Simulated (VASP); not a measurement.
# H (P6_3/mmc) in VASP: notebook, part 2 of 3

VASP 6.6.1. The steps go on from the part before.

### Step 3. Single point, PBEsol

This run uses another cell than the first one, of the same volume but with other edges.

File INCAR:

```
SYSTEM = H
PREC = Accurate
ENCUT = 520
EDIFF = 1E-6
ISMEAR = 0
SIGMA = 0.05
LREAL = .FALSE.
LASPH = .TRUE.
NELM = 80
ALGO = Normal
ISIF = 2
LWAVE = .FALSE.
LCHARG = .FALSE.
GGA = PS
NBANDS = 10
```

File KPOINTS:

```
Automatic mesh
0
G
  9 9 6
  0 0 0
```

File POSCAR:

```
H
1.0
    3.6137010833      0.0000000000      0.0000000000
   -1.8068505416      3.1295569398      0.0000000000
    0.0000000000      0.0000000000      5.6989084129
H
4
Direct
    0.3333333333      0.6666666667      0.1764958800
    0.6666666667      0.3333333333      0.6764958800
    0.6666666667      0.3333333333      0.8235041200
    0.3333333333      0.6666666667      0.3235041200
```

Potentials or basis: VASP PAW PBE potentials, release 64 (H).

Command:

```sh
$ cat potpaw_PBE.64/H/POTCAR > POTCAR
$ mpirun -np 1 vasp_std > vasp.out
```

OUTCAR:

```text
SYSTEM = H
   PREC = Accurate
   ENCUT = 520
   EDIFF = 1E-6
   ISMEAR = 0
   LREAL = .FALSE.
   LASPH = .TRUE.
   NELM = 80
   ISIF = 2
   GGA = PS

 ion  position               nearest neighbor table
   1  0.333  0.667  0.176-   4 0.84
   2  0.667  0.333  0.676-   3 0.84
   3  0.667  0.333  0.824-   2 0.84
   4  0.333  0.667  0.324-   1 0.84

  LATTYP: Found a hexagonal cell.
 ALAT       =     3.6137010833
 C/A-ratio  =     1.5770281718

  Lattice vectors:

 A1 = (   3.6137010833,   0.0000000000,   0.0000000000)
 A2 = (  -1.8068505416,   3.1295569398,   0.0000000000)
 A3 = (   0.0000000000,   0.0000000000,   5.6989084129)

Analysis of symmetry for initial positions (statically):
=====================================================================
 Subroutine PRICEL returns:
 Original cell was already a primitive cell.

 Routine SETGRP: Setting up the symmetry group for a
 hexagonal supercell.

 Subroutine GETGRP returns: Found 24 space group operations
 (whereof 12 operations were pure point group operations)
 out of a pool of 24 trial point group operations.

The static configuration has the point symmetry D_3d.
 The point group associated with its full space group is D_6h.

Analysis of symmetry for dynamics (positions and initial velocities):
=====================================================================
 Subroutine PRICEL returns:
 Original cell was already a primitive cell.

 Routine SETGRP: Setting up the symmetry group for a
 hexagonal supercell.

 Subroutine GETGRP returns: Found 24 space group operations
 (whereof 12 operations were pure point group operations)
 out of a pool of 24 trial point group operations.

The dynamic configuration has the point symmetry D_3d.
 The point group associated with its full space group is D_6h.

 Subroutine INISYM returns: Found 24 space group operations
 (whereof 12 operations are pure point group operations),
 and found     1 'primitive' translations

----------------------------------------------------------------------------------------

                                     Primitive cell

  volume of cell :      64.4506

  direct lattice vectors                    reciprocal lattice vectors
     3.613701083  0.000000000  0.000000000     0.276724604  0.159767024  0.000000000
    -1.806850542  3.129556940  0.000000000     0.000000000  0.319534049  0.000000000
     0.000000000  0.000000000  5.698908413     0.000000000  0.000000000  0.175472201

  length of vectors
     3.613701083  3.613701083  5.698908413     0.319534049  0.319534049  0.175472201

  position of ions in fractional coordinates (direct lattice)
     0.333333333  0.666666667  0.176495880
     0.666666667  0.333333333  0.676495880
     0.666666667  0.333333333  0.823504120
     0.333333333  0.666666667  0.323504120

  ion indices of the primitive-cell ions
   primitive index   ion index
[... 23 lines left out ...]
  Shift w.r.t. Gamma in fractional coordinates (k-lattice)
     0.000000000  0.000000000  0.000000000

 Subroutine IBZKPT returns following result:
 ===========================================

 Found     48 irreducible k-points:

 Following reciprocal coordinates:
            Coordinates               Weight
  0.000000  0.000000  0.000000      1.000000
  0.111111 -0.000000  0.000000      6.000000
  0.222222 -0.000000  0.000000      6.000000
  0.333333 -0.000000  0.000000      6.000000
  0.444444 -0.000000  0.000000      6.000000
  0.111111  0.111111  0.000000      6.000000
[... 16 lines left out ...]
  0.333333  0.222222  0.166667     24.000000
  0.333333  0.333333  0.166667      4.000000
 [... further k-points ...]
   k-points           NKPTS =     48   k-points in BZ     NKDIM =     48   number of bands    NBANDS=     10
   number of dos      NEDOS =    301   number of ions     NIONS =      4
   total plane-waves  NPLWV =  32928
   dimension x,y,z NGX =    28 NGY =   28 NGZ =   42
   dimension x,y,z NGXF=    56 NGYF=   56 NGZF=   84
   ions per type =               4
   NGX,Y,Z   is equivalent  to a cutoff of  12.88, 12.88, 12.25 a.u.
   NGXF,Y,Z  is equivalent  to a cutoff of  25.76, 25.76, 24.50 a.u.
 SYSTEM =  H
   PREC   = accura    normal or accurate (medium, high low for compatibility)
   ISTART =      0    job   : 0-new  1-cont  2-samecut
   ICHARG =      2    charge: 1-file 2-atom 10-const
   ISPIN  =      1    spin polarized calculation?
   LNONCOLLINEAR =      F non collinear calculations
   LSORBIT =      F    spin-orbit coupling
   LASPH  =      T    aspherical Exc in radial PAW
   ENCUT  =  520.0 eV  38.22 Ry    6.18 a.u.   6.72  6.72 10.60*2*pi/ulx,y,z
   NELM   =     80;   NELMIN=  2; NELMDL= -5     # of ELM steps
   EDIFF  = 0.1E-05   stopping-criterion for ELM
   LREAL  =      F    real-space projection
   EDIFFG = 0.1E-04   stopping-criterion for IOM
   NSW    =      0    number of steps for IOM
   IBRION =     -1    ionic relax: 0-MD 1-quasi-New 2-CG
   NFREE  =      0    steps in history (QN), initial steepest desc. (CG)
   ISIF   =      2    stress and relaxation
   ISYM   =      2    0-nonsym 1-usesym 2-fastsym
   POTIM  = 0.5000    time-step for ionic-motion
   TEBEG  =    0.0;   TEEND  =   0.0 temperature during run
   PSTRESS=    0.0 pullay stress
   NELECT =       4.0000    total number of electrons
   NUPDOWN=      -1.0000    fix difference up-down
   EMIN   =  10.00;   EMAX   =-10.00  energy-range for DOS
   EFERMI =   0.00;   METHOD = LEGACY
   ISMEAR =     0;   SIGMA  =   0.05  broadening in eV -4-tet -1-fermi 0-gaus
   EFERMI_NEDOS =   21; number of points for ismear=-14 and -15
   IALGO  =     38    algorithm
   IMIX   =      4    mixing-type and parameters
     AMIX     =   0.40;   BMIX     =  1.00
     AMIX_MAG =   1.60;   BMIX_MAG =  1.00
  volume/ion in A,a.u.               =      16.11       108.73
  Fermi-wavevector in a.u.,A,eV,Ry     =   0.648165  1.224855  5.716059  0.420119
  Thomas-Fermi vector in A             =   1.716710
   LORBIT       =      0    0 simple, 1 ext, 2 COOP (PROOUT), +10 PAW based schemes
   GGA     = PS    functional components
   LHFCALC =     F    Hartree Fock is set to
   AEXX    =    0.0000 exact exchange contribution
   IVDW    =     0    specifies the selected vdW correction
   LEPSILON=     F    determine dielectric tensor
   LRPA    =     F    only Hartree local field effects (RPA)
 non-spin polarized calculation
 Gauss-broadening in eV      SIGMA  =   0.05
  energy-cutoff  :      520.00
  volume of cell :       64.45
 maximum number of plane-waves:      1773
 NGX is ok and might be reduce to    28

 number of electron       3.9999998 magnetization

 Free energy of the ion-electron system (eV)
  ---------------------------------------------------
  ext. energy  EPLUGINS =         0.00000000
  ---------------------------------------------------
  free energy    TOTEN  =       -12.87563219 eV

  energy without entropy =      -12.87563219  energy(sigma->0) =      -12.87563219

 E-fermi :  -8.1723     XC(G=0):  -4.6490

 val. band max:       -8.4082128987   @ k =   0.3333  -0.0000   0.0000
 cond. band min:      -0.7015664410   @ k =   0.0000   0.0000   0.0000
 fundamental gap:      7.7066464577
 Fermi energy:        -8.1722990243

 k-point     1 :       0.0000    0.0000    0.0000
  band No.  band energies     occupation
      1      -9.7877      2.00000
      2      -8.5196      2.00000
      3      -0.7016      0.00000
      4       3.6614      0.00000
      5       6.2989      0.00000
      6       6.3899      0.00000
      7       9.7686      0.00000
      8       9.7686      0.00000
      9      11.0270      0.00000
     10      11.0270      0.00000
[... 287 lines left out ...]
 k-point    24 :       0.3333    0.3333    0.1667
  band No.  band energies     occupation
      1      -8.5813      2.00000
      2      -8.5813      2.00000
      3       2.2093      0.00000
      4       2.2184      0.00000
      5       2.2184      0.00000
      6       4.4868      0.00000
      7       4.4868      0.00000
      8       5.2063      0.00000
      9       8.4947      0.00000
     10      12.1668      0.00000

 [... further k-points ...]
[... 5 lines left out ...]
  --------------------------------------------------------------------------------------
  -------------------------------------------------------------------------------------
  Total       -0.0406905     -0.0406905     -3.5271735     -0.0000000      0.0000000      0.0000000
  in kB       -1.0115261     -1.0115261    -87.6820393     -0.0000000      0.0000000      0.0000000
  external PRESSURE =     -29.9016972 kB  Pullay stress =       0.0000000 kB

 VOLUME and BASIS-vectors are now :
 -----------------------------------------------------------------------------
  energy-cutoff  :      520.00
  volume of cell :       64.45
      direct lattice vectors                 reciprocal lattice vectors
     3.613701083  0.000000000  0.000000000     0.276724604  0.159767024  0.000000000
    -1.806850542  3.129556940  0.000000000     0.000000000  0.319534049  0.000000000
     0.000000000  0.000000000  5.698908413     0.000000000  0.000000000  0.175472201

 POSITION                                       TOTAL-FORCE (eV/Angst)
 -----------------------------------------------------------------------------------
     -0.00000      2.08637      1.00583        -0.000000     -0.000000      2.044732
      1.80685      1.04319      3.85529         0.000000      0.000000      2.044732
      1.80685      1.04319      4.69307        -0.000000      0.000000     -2.044732
     -0.00000      2.08637      1.84362        -0.000000     -0.000000     -2.044732
 -----------------------------------------------------------------------------------
    total drift:                               -0.000000      0.000000     -0.000000

  FREE ENERGIE OF THE ION-ELECTRON SYSTEM (eV)
  ---------------------------------------------------
  free  energy   TOTEN  =       -12.8756321910 eV

  energy  without entropy=      -12.8756321910  energy(sigma->0) =      -12.87563219
```

Run time: 32 s. Hardware: 1 thread of AMD EPYC 7R43 (Zen 3), shared host; peak memory 0.13 GiB.

What came out:

| Item | Value |
| --- | --- |
| Free energy | -12.8756 eV |
| Pressure | -3.0 GPa |
| Largest force | 2.045 eV/Å |
| Band gap on the k mesh | 7.71 eV, indirect (least direct gap 7.82 eV) |

Forces on the atoms (eV/Å):
```
H    0.000  0.000  2.045
H    0.000  0.000  2.045
H    0.000  0.000 -2.045
H    0.000  0.000 -2.045
```

Caveat: the PAW data sets were made with another functional, which shifts forces and pressure a little. A k mesh can miss the band edges.

(Part 2 of 3 ends here.)
